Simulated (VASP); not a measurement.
# Br (P6/mmm) in VASP: a series of runs

Br is run at these levels: PBE; tasks: single point.

Everything below comes from runs of VASP 6.6.1. Logs are shortened: lines on timing, memory, paths and dates and some standing lists are left out, and cuts for length are marked.

## Step 1: The cell of the first run

The structure is hexagonal, space group P6/mmm (No. 191). The conventional cell has a = 2.668 Å, b = 2.668 Å, c = 2.316 Å, α = 90.00°, β = 90.00°, γ = 120.00°. Within 3.1 Å of Br (site symmetry 6/mmm) lie 8 Br at 2.32 to 2.67 Å.

## Step 2: Single point, PBE

INCAR

```
PREC = Accurate
ENCUT = 520
EDIFF = 1E-6
ISMEAR = -1
SIGMA = 0.1
LREAL = False
LASPH = True
NELM = 100
ALGO = Normal
ISIF = 2
LWAVE = False
LCHARG = False
GGA = PE
NBANDS = 10
```

KPOINTS

```
regular mesh
0
Gamma
  15 15 14
```

POSCAR

```
Br
1.0
    2.6680787253      0.0000000000      0.0000000000
   -1.3340393626      2.3106239554      0.0000000000
    0.0000000000      0.0000000000      2.3155762486
Br
1
Direct
    0.0000000000      0.0000000000      0.0000000000
```

Potentials or basis: VASP PAW PBE potentials, release 64 (Br).

The run is started by

```sh
> cat potpaw_PBE.64/Br/POTCAR > POTCAR
> mpirun -np 1 vasp_std > vasp.out
```

OUTCAR:

```text
PREC = Accurate
   ENCUT = 520
   EDIFF = 1E-6
   ISMEAR = -1
   LREAL = False
   LASPH = True
   NELM = 100
   ISIF = 2
   GGA = PE

 ion  position               nearest neighbor table
   1  0.000  0.000  0.000-

  LATTYP: Found a hexagonal cell.
 ALAT       =     2.6680787253
 C/A-ratio  =     0.8678815309

  Lattice vectors:

 A1 = (   2.6680787253,   0.0000000000,   0.0000000000)
 A2 = (  -1.3340393626,   2.3106239554,   0.0000000000)
 A3 = (   0.0000000000,   0.0000000000,   2.3155762486)

Analysis of symmetry for initial positions (statically):
=====================================================================
 Subroutine PRICEL returns:
 Original cell was already a primitive cell.

 Routine SETGRP: Setting up the symmetry group for a
 hexagonal supercell.

 Subroutine GETGRP returns: Found 24 space group operations
 (whereof 24 operations were pure point group operations)
 out of a pool of 24 trial point group operations.

The static configuration has the point symmetry D_6h.

Analysis of symmetry for dynamics (positions and initial velocities):
=====================================================================
 Subroutine PRICEL returns:
 Original cell was already a primitive cell.

 Routine SETGRP: Setting up the symmetry group for a
 hexagonal supercell.

 Subroutine GETGRP returns: Found 24 space group operations
 (whereof 24 operations were pure point group operations)
 out of a pool of 24 trial point group operations.

The dynamic configuration has the point symmetry D_6h.

 Subroutine INISYM returns: Found 24 space group operations
 (whereof 24 operations are pure point group operations),
 and found     1 'primitive' translations

----------------------------------------------------------------------------------------

                                     Primitive cell

  volume of cell :      14.2754

  direct lattice vectors                    reciprocal lattice vectors
     2.668078725  0.000000000  0.000000000     0.374801534  0.216391767  0.000000000
    -1.334039363  2.310623955  0.000000000     0.000000000  0.432783533  0.000000000
     0.000000000  0.000000000  2.315576249     0.000000000  0.000000000  0.431857945

  length of vectors
[... 75 lines left out ...]
   LNONCOLLINEAR =      F non collinear calculations
   LSORBIT =      F    spin-orbit coupling
   LASPH  =      T    aspherical Exc in radial PAW
   ENCUT  =  520.0 eV  38.22 Ry    6.18 a.u.   4.96  4.96  4.31*2*pi/ulx,y,z
   NELM   =    100;   NELMIN=  2; NELMDL= -5     # of ELM steps
   EDIFF  = 0.1E-05   stopping-criterion for ELM
   LREAL  =      F    real-space projection
   EDIFFG = 0.1E-04   stopping-criterion for IOM
   NSW    =      0    number of steps for IOM
   IBRION =     -1    ionic relax: 0-MD 1-quasi-New 2-CG
   NFREE  =      0    steps in history (QN), initial steepest desc. (CG)
   ISIF   =      2    stress and relaxation
   ISYM   =      2    0-nonsym 1-usesym 2-fastsym
   POTIM  = 0.5000    time-step for ionic-motion
   TEBEG  =    0.0;   TEEND  =   0.0 temperature during run
   PSTRESS=    0.0 pullay stress
   NELECT =       7.0000    total number of electrons
   NUPDOWN=      -1.0000    fix difference up-down
   EMIN   =  10.00;   EMAX   =-10.00  energy-range for DOS
   EFERMI =   0.00;   METHOD = LEGACY
   ISMEAR =    -1;   SIGMA  =   0.10  broadening in eV -4-tet -1-fermi 0-gaus
   EFERMI_NEDOS =   21; number of points for ismear=-14 and -15
   IALGO  =     38    algorithm
   IMIX   =      4    mixing-type and parameters
     AMIX     =   0.40;   BMIX     =  1.00
     AMIX_MAG =   1.60;   BMIX_MAG =  1.00
  volume/ion in A,a.u.               =      14.28        96.33
  Fermi-wavevector in a.u.,A,eV,Ry     =   1.290957  2.439555 22.675068  1.666570
  Thomas-Fermi vector in A             =   2.422757
   LORBIT       =      0    0 simple, 1 ext, 2 COOP (PROOUT), +10 PAW based schemes
   GGA     = PE    functional components
[... 5 lines left out ...]
 non-spin polarized calculation
  energy-cutoff  :      520.00
  volume of cell :       14.28
 maximum number of plane-waves:       411
 NGX is ok and might be reduce to    20

 number of electron       7.0000003 magnetization

 Free energy of the ion-electron system (eV)
  ---------------------------------------------------
  ext. energy  EPLUGINS =         0.00000000
  ---------------------------------------------------
  free energy    TOTEN  =         1.28611993 eV

  energy without entropy =        1.29709445  energy(sigma->0) =        1.29160719

 E-fermi :  11.3325     XC(G=0): -12.2405

 val. band max:       11.2897835897   @ k =   0.3333   0.0667   0.5000
 cond. band min:      11.3856251376   @ k =   0.0000   0.0000   0.0000
 fundamental gap:      0.0958415479
 Fermi energy:        11.3324893926

 k-point     1 :       0.0000    0.0000    0.0000
  band No.  band energies     occupation
      1     -11.4484      2.00000
      2      11.3856      0.74040
      3      11.3856      0.74040
      4      13.7304      0.00000
      5      18.1123      0.00000
      6      22.1572      0.00000
      7      22.1572      0.00000
      8      22.7859      0.00000
      9      26.6432      0.00000
     10      39.3571      0.00000
[... 287 lines left out ...]
 k-point    24 :       0.4000    0.2000    0.0000
  band No.  band energies     occupation
      1      -7.2629      2.00000
      2       0.3080      2.00000
      3       4.2450      2.00000
      4      16.4558      0.00000
      5      20.9919      0.00000
      6      25.3971      0.00000
      7      29.1134      0.00000
      8      29.1655      0.00000
      9      31.5947      0.00000
     10      32.6910      0.00000

 [... further k-points ...]

------------------------ aborting loop because EDIFF is reached ----------------------------------------

  FORCE on cell =-STRESS in cart. coord.  units (eV):
  Direction    XX          YY          ZZ          XY          YZ          ZX
  --------------------------------------------------------------------------------------
  -------------------------------------------------------------------------------------
  Total       10.0345148     10.0345148     10.0866320      0.0000000     -0.0000000      0.0000000
  in kB     1126.2115082   1126.2115082   1132.0608258      0.0000000     -0.0000000      0.0000000
  external PRESSURE =    1128.1612807 kB  Pullay stress =       0.0000000 kB

 VOLUME and BASIS-vectors are now :
 -----------------------------------------------------------------------------
  energy-cutoff  :      520.00
  volume of cell :       14.28
      direct lattice vectors                 reciprocal lattice vectors
     2.668078725  0.000000000  0.000000000     0.374801534  0.216391767  0.000000000
    -1.334039363  2.310623955  0.000000000     0.000000000  0.432783533  0.000000000
     0.000000000  0.000000000  2.315576249     0.000000000  0.000000000  0.431857945

 POSITION                                       TOTAL-FORCE (eV/Angst)
 -----------------------------------------------------------------------------------
      0.00000      0.00000      0.00000        -0.000000      0.000000      0.000000
 -----------------------------------------------------------------------------------
    total drift:                               -0.000000     -0.000000      0.000000

  FREE ENERGIE OF THE ION-ELECTRON SYSTEM (eV)
  ---------------------------------------------------
  free  energy   TOTEN  =         1.2861199341 eV

  energy  without entropy=        1.2970944505  energy(sigma->0) =        1.29160719
```

Wall time 9.9 s (1 thread of Intel Xeon 6975P-C (Granite Rapids), shared host); peak memory 0.14 GiB.

Results:

| Quantity | Value |
| --- | --- |
| Free energy | 1.2861 eV |
| Pressure | 112.8 GPa |

Levels at points of the mesh, in eV from the Fermi level:
| k point | band 1 | band 2 | band 3 | band 4 | band 5 | band 6 | band 7 |
| --- | --- | --- | --- | --- | --- | --- | --- |
| (0.00, 0.00, 0.00) | -22.78 | 0.05 | 0.05 | 2.40 | 6.78 | 10.82 | 10.82 |
| (0.00, 0.00, 0.50) | -18.11 | -12.81 | 3.16 | 3.16 | 13.67 | 14.35 | 14.35 |

Caveat: an odd number of electrons without spin polarisation forces a metal; a magnetic or distorted state may lie lower.

## Step 3: Single point, PBE

INCAR

```
SYSTEM = Br
PREC = Accurate ; ENCUT = 520
EDIFF = 1E-6 ; ISMEAR = -1
SIGMA = 0.1 ; LREAL = .False.
LASPH = .True. ; NELM = 100
ALGO = Normal ; ISIF = 2
LWAVE = .False. ; LCHARG = .False.
GGA = PE ; NBANDS = 10
```

KPOINTS

```
Automatic mesh
0
Gamma
  15 15 14
  0 0 0
```

POSCAR is that of step 2.

Potentials or basis: VASP PAW PBE potentials, release 64 (Br).

The run is started by

```sh
> cat potpaw_PBE.64/Br/POTCAR > POTCAR
> mpirun -np 1 vasp_std > vasp.out
```

OUTCAR:

```text
SYSTEM = Br
   PREC = Accurate
   ENCUT = 520
   EDIFF = 1E-6
   ISMEAR = -1
   LREAL = .False.
   LASPH = .True.
   NELM = 100
   ISIF = 2
   GGA = PE

 ion  position               nearest neighbor table
   1  0.000  0.000  0.000-

  LATTYP: Found a hexagonal cell.
 ALAT       =     2.6680787253
 C/A-ratio  =     0.8678815309

  Lattice vectors:

 A1 = (   2.6680787253,   0.0000000000,   0.0000000000)
 A2 = (  -1.3340393626,   2.3106239554,   0.0000000000)
 A3 = (   0.0000000000,   0.0000000000,   2.3155762486)

[... 489 lines left out ...]
     10      32.6910      0.00000

 [... further k-points ...]

------------------------ aborting loop because EDIFF is reached ----------------------------------------

  FORCE on cell =-STRESS in cart. coord.  units (eV):
  Direction    XX          YY          ZZ          XY          YZ          ZX
  --------------------------------------------------------------------------------------
  -------------------------------------------------------------------------------------
  Total       10.0345148     10.0345148     10.0866320      0.0000000     -0.0000000      0.0000000
  in kB     1126.2115082   1126.2115082   1132.0608258      0.0000000     -0.0000000      0.0000000
  external PRESSURE =    1128.1612807 kB  Pullay stress =       0.0000000 kB

 VOLUME and BASIS-vectors are now :
 -----------------------------------------------------------------------------
  energy-cutoff  :      520.00
  volume of cell :       14.28
      direct lattice vectors                 reciprocal lattice vectors
     2.668078725  0.000000000  0.000000000     0.374801534  0.216391767  0.000000000
    -1.334039363  2.310623955  0.000000000     0.000000000  0.432783533  0.000000000
     0.000000000  0.000000000  2.315576249     0.000000000  0.000000000  0.431857945

 POSITION                                       TOTAL-FORCE (eV/Angst)
 -----------------------------------------------------------------------------------
      0.00000      0.00000      0.00000        -0.000000      0.000000      0.000000
 -----------------------------------------------------------------------------------
    total drift:                               -0.000000     -0.000000      0.000000

  FREE ENERGIE OF THE ION-ELECTRON SYSTEM (eV)
  ---------------------------------------------------
  free  energy   TOTEN  =         1.2861199341 eV

  energy  without entropy=        1.2970944505  energy(sigma->0) =        1.29160719
```

stdout:

```text
POSCAR found type information on POSCAR Br
 POSCAR found :  1 types and       1 ions
 scaLAPACK will be used
 LDA part: xc-table for (Slater+PW92), standard interpolation
 POSCAR, INCAR and KPOINTS ok, starting setup
 FFT: planning ... GRIDC
 FFT: planning ... GRID_SOFT
 FFT: planning ... GRID
 WAVECAR not read
 entering main loop
```

Run time: 9.6 s. Hardware: 1 thread of Intel Xeon 6975P-C (Granite Rapids), shared host; peak memory 0.14 GiB.

Results:

```yaml
Free_energy: 1.2861 eV
Pressure: 112.8 GPa
```

Levels at points of the mesh, in eV from the Fermi level:
```tsv
k point	band 1	band 2	band 3	band 4	band 5	band 6
(0.00, 0.00, 0.00)	-22.78	0.05	0.05	2.40	6.78	10.82
(0.00, 0.00, 0.50)	-18.11	-12.81	3.16	3.16	13.67	14.35
```

Caveat: an odd number of electrons without spin polarisation forces a metal; a magnetic or distorted state may lie lower.

## Step 4: Single point, PBE

This run uses another cell than the first one, of 17.84 Å³/atom, 1.250 times its volume.

INCAR

```
PREC = Accurate
ENCUT = 520
EDIFF = 1E-7
ISMEAR = -1
SIGMA = 0.1
LREAL = F
LASPH = T
NELM = 100
ALGO = Normal
ISIF = 2
LWAVE = F
LCHARG = F
GGA = PE
NBANDS = 10
```

KPOINTS

```
Automatic mesh
0
Gamma
  15 15 14
```

POSCAR

```
Br
1.0
    2.9260418373      0.0000000000      0.0000000000
   -1.4630209187      2.5340265637      0.0000000000
    0.0000000000      0.0000000000      2.4066077783
Br
1
Direct
    0.0000000000      0.0000000000      0.0000000000
```

The run is started by

```sh
> cat potpaw_PBE.64/Br/POTCAR > POTCAR
> mpirun -np 1 vasp_std > vasp.out
```

It took 10 s on 1 thread of Intel Xeon 6975P-C (Granite Rapids), shared host; peak memory 0.15 GiB.

The run converged. Its results:

| Quantity | Value |
| --- | --- |
| Free energy | -0.3750 eV |
| Pressure | 47.0 GPa |

Stress tensor (GPa, compression positive):
```
46.85  0.00  0.00
 0.00 46.85  0.00
 0.00  0.00 47.43
```

Levels at points of the mesh, in eV from the Fermi level:
| k point | band 1 | band 2 | band 3 | band 4 | band 5 | band 6 |
| --- | --- | --- | --- | --- | --- | --- |
| (0.00, 0.00, 0.00) | -19.78 | -0.68 | -0.68 | 3.16 | 6.71 | 10.85 |
| (0.00, 0.00, 0.50) | -15.77 | -10.08 | 1.94 | 1.94 | 12.66 | 13.26 |

Caveat: an odd number of electrons without spin polarisation forces a metal; a magnetic or distorted state may lie lower.

## Step 5: Single point, PBE

INCAR

```
PREC     = Accurate       # precision mode
ENCUT    = 520            # plane-wave cutoff, eV
EDIFF    = 1E-6           # SCF threshold, eV
ISMEAR   = -1             # smearing method
SIGMA    = 0.1            # smearing width, eV
LREAL    = False          # projectors in reciprocal space
LASPH    = True           # aspherical terms in the spheres
NELM     = 80             # most SCF steps
ALGO     = Normal         # electronic algorithm
ISIF     = 2              # what is computed and relaxed
LWAVE    = False          # write WAVECAR
LCHARG   = True           # write CHGCAR
GGA      = PE             # functional
LELF     = True           # ELF
LVHAR    = True         
NBANDS   = 10             # bands
```

KPOINTS is that of step 4.

POSCAR

```
Br
1.0
    2.9260418373      0.0000000000      0.0000000000
   -1.4630209187      2.5340265636      0.0000000000
    0.0000000000      0.0000000000      2.4066077783
Br
1
Direct
    0.0000000000      0.0000000000      0.0000000000
```

The run is started by

```sh
> cat potpaw_PBE.64/Br/POTCAR > POTCAR
> mpirun -np 1 vasp_std > vasp.out
```

Run time: 10 s. Hardware: 1 thread of Intel Xeon 6975P-C (Granite Rapids), shared host; peak memory 0.15 GiB.

Results (log left out):

- Free energy: -0.3750 eV
- Pressure: 47.0 GPa

Stress tensor (GPa, compression positive):
```
46.85  0.00  0.00
 0.00 46.85  0.00
 0.00  0.00 47.43
```

Levels at points of the mesh, in eV from the Fermi level:
```tsv
k point	band 1	band 2	band 3	band 4	band 5	band 6	band 7
(0.00, 0.00, 0.00)	-19.78	-0.68	-0.68	3.16	6.71	10.85	10.85
(0.00, 0.00, 0.50)	-15.77	-10.08	1.94	1.94	12.66	13.26	13.35
```

Caveat: an odd number of electrons without spin polarisation forces a metal; a magnetic or distorted state may lie lower.
